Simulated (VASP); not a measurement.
# C (I4_1/amd) in VASP: further runs, part 2 of 2

VASP 6.6.1.

### Step 3. Relaxation of cell and atoms, r2SCAN

The input, POSCAR:

```
C
1.0
   -2.1731842891      2.1731842891      1.1855121455
    2.1731842891     -2.1731842891      1.1855121455
    2.1731842891      2.1731842891     -1.1855121455
C
2
Direct
    0.0000000000      0.0000000000      0.0000000000
    0.7500000000      0.2500000000      0.5000000000
```

The input, INCAR.step1:

```
SYSTEM = C
  PREC = Accurate
  ENCUT = 600
  ISMEAR = 0
  SIGMA = 0.1
  LREAL = .False.
  LASPH = .True.
  NELM = 100
  GGA = PE
  ALGO = Normal
  EDIFF = 1E-4
  LWAVE = .True.
  LCHARG = .False.
```

The input, INCAR.step2:

```
SYSTEM = C
  PREC = Accurate
  ENCUT = 600
  EDIFF = 1E-7
  ISMEAR = 0
  SIGMA = 0.1
  LREAL = .False.
  LASPH = .True.
  NELM = 100
  ALGO = Normal
  ISIF = 3
  LWAVE = .False.
  LCHARG = .False.
  METAGGA = R2SCAN
  LMIXTAU = .True.
  IBRION = 2
  NSW = 90
  EDIFFG = -0.04
  ISTART = 1
```

The input, KPOINTS:

```
Automatic mesh
0
Gamma
  8 8 8
  0 0 0
```

Potentials or basis: VASP PAW PBE potentials, release 64 (C).

Run with:

```sh
> cat potpaw_PBE.64/C/POTCAR > POTCAR
> cp INCAR.step1 INCAR
> mpirun -np 1 vasp_std > vasp.out
> cp INCAR.step2 INCAR
> mpirun -np 1 vasp_std > vasp.out
```

OUTCAR:

```text
SYSTEM = C
   PREC = Accurate
   ENCUT = 600
   EDIFF = 1E-7
   ISMEAR = 0
   LREAL = .False.
   LASPH = .True.
   NELM = 100
   ISIF = 3
   METAGGA = R2SCAN
   IBRION = 2
   NSW = 90
   EDIFFG = -0.04
   ISTART = 1

 ion  position               nearest neighbor table
   1  0.000  0.000  0.000-
   2  0.750  0.250  0.500-

  LATTYP: Found a body centered tetragonal cell.
 ALAT       =     4.3463685782
 C/A-ratio  =     0.5455184595

  Lattice vectors:

 A1 = (  -2.1731842891,   2.1731842891,   1.1855121455)
 A2 = (   2.1731842891,  -2.1731842891,   1.1855121455)
 A3 = (   2.1731842891,   2.1731842891,  -1.1855121455)

Analysis of symmetry for initial positions (statically):
=====================================================================
 Subroutine PRICEL returns:
 Original cell was already a primitive cell.

 Routine SETGRP: Setting up the symmetry group for a
 body centered tetragonal supercell.

 Subroutine GETGRP returns: Found 16 space group operations
 (whereof  8 operations were pure point group operations)
 out of a pool of 16 trial point group operations.

The static configuration has the point symmetry D_2d.
 The point group associated with its full space group is D_4h.

Analysis of symmetry for dynamics (positions and initial velocities):
=====================================================================
 Subroutine PRICEL returns:
 Original cell was already a primitive cell.

 Routine SETGRP: Setting up the symmetry group for a
 body centered tetragonal supercell.

 Subroutine GETGRP returns: Found 16 space group operations
 (whereof  8 operations were pure point group operations)
 out of a pool of 16 trial point group operations.

The dynamic configuration has the point symmetry D_2d.
 The point group associated with its full space group is D_4h.

 Subroutine INISYM returns: Found 16 space group operations
 (whereof  8 operations are pure point group operations),
 and found     1 'primitive' translations

[... 100 lines left out ...]
   ISIF   =      3    stress and relaxation
   ISYM   =      2    0-nonsym 1-usesym 2-fastsym
   POTIM  = 0.5000    time-step for ionic-motion
   TEBEG  =    0.0;   TEEND  =   0.0 temperature during run
   PSTRESS=    0.0 pullay stress
   NELECT =       8.0000    total number of electrons
   NUPDOWN=      -1.0000    fix difference up-down
   EMIN   =  10.00;   EMAX   =-10.00  energy-range for DOS
   EFERMI =   0.00;   METHOD = LEGACY
   ISMEAR =     0;   SIGMA  =   0.10  broadening in eV -4-tet -1-fermi 0-gaus
   EFERMI_NEDOS =   21; number of points for ismear=-14 and -15
   IALGO  =     38    algorithm
   IMIX   =      4    mixing-type and parameters
     AMIX     =   0.40;   BMIX     =  1.00
     AMIX_MAG =   1.60;   BMIX_MAG =  1.00
  volume/ion in A,a.u.               =      11.20        75.57
  Fermi-wavevector in a.u.,A,eV,Ry     =   1.161587  2.195081 18.358132  1.349285
  Thomas-Fermi vector in A             =   2.298158
   LORBIT       =      0    0 simple, 1 ext, 2 COOP (PROOUT), +10 PAW based schemes
   METAGGA = R2SCAN    functional components
   LHFCALC =     F    Hartree Fock is set to
   AEXX    =    0.0000 exact exchange contribution
   IVDW    =     0    specifies the selected vdW correction
   LEPSILON=     F    determine dielectric tensor
   LRPA    =     F    only Hartree local field effects (RPA)
 conjugate gradient relaxation of ions
 non-spin polarized calculation
 Gauss-broadening in eV      SIGMA  =   0.10
  energy-cutoff  :      600.00
  volume of cell :       22.40
 maximum number of plane-waves:       765
 NGX is ok and might be reduce to    28
   NGX = 13   NGY = 13   NGZ = 13

--------------------------------------- Ionic step        1  -------------------------------------------

 number of electron       8.0000000 magnetization

 Free energy of the ion-electron system (eV)
  ---------------------------------------------------
  ext. energy  EPLUGINS =         0.00000000
  ---------------------------------------------------
  free energy    TOTEN  =       -10.40997431 eV

  energy without entropy =      -10.40508123  energy(sigma->0) =      -10.40752777

 E-fermi :   2.3378     XC(G=0): -11.2921

 val. band max:        2.3181174578   @ k =  -0.2500  -0.2500   0.1250
 cond. band min:       2.3554158426   @ k =   0.5000   0.2500   0.0000
 fundamental gap:      0.0372983848
 Fermi energy:         2.3378217088
[... 631 lines left out ...]
 k-point    24 :       0.3750    0.1250    0.1250
  band No.  band energies     occupation
      1      -2.0747      2.00000
      2      -1.1187      2.00000
      3       2.4239      2.00000
      4       3.5449      2.00000
      5      10.6189      0.00000
      6      15.0687      0.00000
      7      16.1551      0.00000
      8      16.6072      0.00000

 [... further k-points ...]

[... ionic steps 4 to 27 ...]

--------------------------------------- Ionic step       28  -------------------------------------------

 number of electron       8.0000000 magnetization

------------------------ aborting loop because EDIFF is reached ----------------------------------------
[... 67 lines left out ...]
--------------------------------------- Ionic step       30  -------------------------------------------

 number of electron       8.0000000 magnetization

 Free energy of the ion-electron system (eV)
  ---------------------------------------------------
  ext. energy  EPLUGINS =         0.00000000
  ---------------------------------------------------
  free energy    TOTEN  =       -19.60522687 eV

  energy without entropy =      -19.60522687  energy(sigma->0) =      -19.60522687

 E-fermi :  10.5232     XC(G=0): -14.3212

 val. band max:       10.0895591838   @ k =   0.0000   0.0000   0.0000
 cond. band min:      14.0335952494   @ k =  -0.3750  -0.3750   0.3750
 fundamental gap:      3.9440360655
 Fermi energy:        10.5231716076
[... 293 lines left out ...]
  FREE ENERGIE OF THE ION-ELECTRON SYSTEM (eV)
  ---------------------------------------------------
  free  energy   TOTEN  =       -19.6052268727 eV

  energy  without entropy=      -19.6052268727  energy(sigma->0) =      -19.60522687

 reached required accuracy - stopping structural energy minimisation
```

Run time: 27 min. Hardware: 1 thread of Intel Xeon Platinum 8259CL at 2.50GHz (Skylake/Cascade Lake), shared host; peak memory 0.16 GiB.

What came out:

```
Free energy                            : -19.6052 eV
Relaxed volume                         : 5.61 Å³/atom
Relaxed cell                           : a = 2.507 Å, b = 2.507 Å, c = 2.507 Å, α = 119.54°, β = 119.54°, γ = 90.79°
Space group after relaxing (to 0.05 Å) : I4_1/amd (No. 141)
Energy gained by relaxing              : 4597.6 meV/atom
Ionic steps                            : 30
Pressure after relaxing                : -0.5 GPa
Band gap on the k mesh                 : 3.94 eV, indirect (least direct gap 5.60 eV)
```

Stress tensor (GPa, compression positive):
```
-1.01  0.00  0.00
 0.00 -1.01  0.00
 0.00  0.00  0.62
```

The path:
| step | energy change (eV) | largest force (eV/Å) | pressure (GPa) | volume (Å³) |
| --- | --- | --- | --- | --- |
| 1 | 0.0000 | 0.0000 | -45.44 | 22.40 |
| 2 | -2.9248 | 0.0000 | -46.19 | 13.59 |
| 3 | 24.6681 | 0.0000 | 2895.44 | 3.79 |
| 4 | -3.1613 | 0.0000 | -39.23 | 12.79 |
| 5 | -3.3032 | 0.0000 | 63.32 | 9.60 |
| 6 | -3.4772 | 0.0000 | -6.21 | 11.14 |
| 7 | -3.4926 | 0.0000 | 6.07 | 10.76 |
| 8 | -3.9986 | 0.0000 | 48.10 | 10.03 |
| 9 | -4.1444 | 0.0000 | 435.40 | 7.23 |
| 10 | -4.1622 | 0.0000 | 437.44 | 7.23 |
| 11 | -4.2117 | 0.0000 | 443.44 | 7.21 |
| 12 | -4.2869 | 0.0000 | 456.06 | 7.16 |
| 13 | -4.3288 | 0.0000 | 484.71 | 7.06 |
| 14 | -3.9182 | 0.0000 | 556.29 | 6.81 |
| 15 | -4.2974 | 0.0000 | 499.20 | 7.01 |
| 16 | -4.4250 | 0.0000 | 489.54 | 7.04 |
| 17 | -4.7938 | 0.0000 | 461.43 | 7.15 |
| 18 | -5.4692 | 0.0000 | 409.09 | 7.37 |
| 19 | -6.5900 | 0.0000 | 318.06 | 7.82 |
| 20 | -8.0323 | 0.0000 | 179.48 | 8.76 |
| 21 | -8.4814 | 0.0000 | 16.58 | 10.75 |
| 22 | -8.6292 | 0.0000 | 61.46 | 10.02 |
| 23 | -8.7681 | 0.0000 | 54.98 | 10.12 |
| 24 | -9.0534 | 0.0000 | 37.64 | 10.42 |
| 25 | -9.1131 | 0.0000 | 10.90 | 10.99 |
| 26 | -9.1621 | 0.0000 | 19.51 | 10.79 |
| 27 | -9.1628 | 0.0000 | 20.25 | 10.77 |
| 28 | -9.1808 | 0.0000 | 13.10 | 10.92 |
| 29 | -9.1942 | 0.0000 | -3.81 | 11.29 |
| 30 | -9.1953 | 0.0000 | -0.47 | 11.21 |

Final structure:
```
C
1.0
    -1.26202    1.26202    1.76028
     1.26202   -1.26202    1.76028
     1.26202    1.26202   -1.76028
C
2
Direct
  0.00000 0.00000 0.00000
  0.75000 0.25000 0.50000
```

Caveat: the volume moved by over 15 % at a fixed basis, so the end points are rough; the PAW data sets were made with another functional, which shifts forces and pressure a little.
